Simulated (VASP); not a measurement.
Set up this calculation in VASP 6.6.1, as the native input.

```
Task                    : density of states
Functional              : PBEsol
Potentials or basis     : VASP PAW PBE potentials, release 64 (Au)
Cutoff                  : 520 eV
k mesh                  : 16 × 16 × 10
Occupations             : gaussian, width 0.1 eV
Spin                    : no spin polarisation
Dipole correction       : no
k mesh for the DOS      : 24 × 24 × 15
Occupations for the DOS : tetrahedron
Further INCAR settings  : ALGO = Fast; EDIFF = 1e-06
```

Crystal: Au.

```
Au
1.0
     1.41002   -2.51700    0.00000
     1.41002    2.51700    0.00000
     0.00000    0.00000    4.80068
Au
2
Direct
  0.66386 0.33614 0.25000
  0.33614 0.66386 0.75000
```

These files were run (other wordings do the same):

POSCAR

```
Au
1.0
    1.4100150315     -2.5170030996      0.0000000000
    1.4100150315      2.5170030996      0.0000000000
    0.0000000000      0.0000000000      4.8006775731
Au
2
Direct
    0.6638639510      0.3361360490      0.2500000000
    0.3361360490      0.6638639510      0.7500000000
```

INCAR.step1

```
  ALGO = Fast
  EDIFF = 1E-6
  ENCUT = 520
  GGA = PS
  ISIF = 2
  ISMEAR = 0
  LASPH = T
  LCHARG = T
  LMAXMIX = 4
  LREAL = F
  LWAVE = F
  NBANDS = 18
  NELM = 100
  PREC = Accurate
  SIGMA = 0.1
```

KPOINTS.step1

```
k-points
0
Gamma
  16 16 10
```

INCAR.step2

```
  ALGO = Fast
  EDIFF = 1E-6
  ENCUT = 520
  GGA = PS
  ICHARG = 11
  ISIF = 2
  ISMEAR = -5
  LASPH = T
  LCHARG = F
  LMAXMIX = 4
  LORBIT = 11
  LREAL = F
  LWAVE = F
  NEDOS = 1001
  NELM = 100
  PREC = Accurate
  SIGMA = 0.1
```

KPOINTS.step2

```
k-points
0
Gamma
  24 24 15
```

Potentials or basis: VASP PAW PBE potentials, release 64 (Au).

Run with:

```bash
$ cat potpaw_PBE.64/Au/POTCAR > POTCAR
$ cp INCAR.step1 INCAR
$ cp KPOINTS.step1 KPOINTS
$ mpirun -np 1 vasp_std > vasp.out
$ cp INCAR.step2 INCAR
$ cp KPOINTS.step2 KPOINTS
$ mpirun -np 1 vasp_std > vasp.out
```

Results of the run:

| Item | Value |
| --- | --- |
| Valence electrons inside the program's atomic spheres | Au 9.64 |

Caveat: spin-orbit coupling is left out, which moves the levels of the heavy elements.

Wall time 12 min on 1 thread of Oxide Virtual Turin-like Processor, with other jobs on the host, peak memory 0.6 GiB.
